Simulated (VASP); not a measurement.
Crystal: LiF.

```
Li F
1.0
     0.00000    1.99487    1.99487
     1.99487    0.00000    1.99487
     1.99487    1.99487    0.00000
Li F
1 1
Direct
  0.00000 0.00000 0.00000
  0.50000 0.50000 0.50000
```

Base run:

- Program: VASP 6.6.1
- Functional: PBEsol
- Potentials or basis: VASP PAW PBE potentials, release 64 (Li_sv, F)
- Cutoff: 750 eV
- k mesh: 10 × 10 × 10
- Occupations: gaussian, width 0.01 eV
- Spin: no spin polarisation

Its results: band gap on the k mesh 9.16 eV; pressure 0.6 GPa.

Task: The run is repeated on the same cell with these changes: functional from PBEsol to PBE. What comes out?

Result: Band gap on the k mesh 9.34 eV; pressure 3.7 GPa.

PBE binds less tightly than PBEsol, so the same cell stands under more pressure.

Caveats: the PAW data sets were made with another functional, which shifts forces and pressure a little (at least some runs); the cell stands under pressure (at least some runs).

A k mesh can miss the band edges.
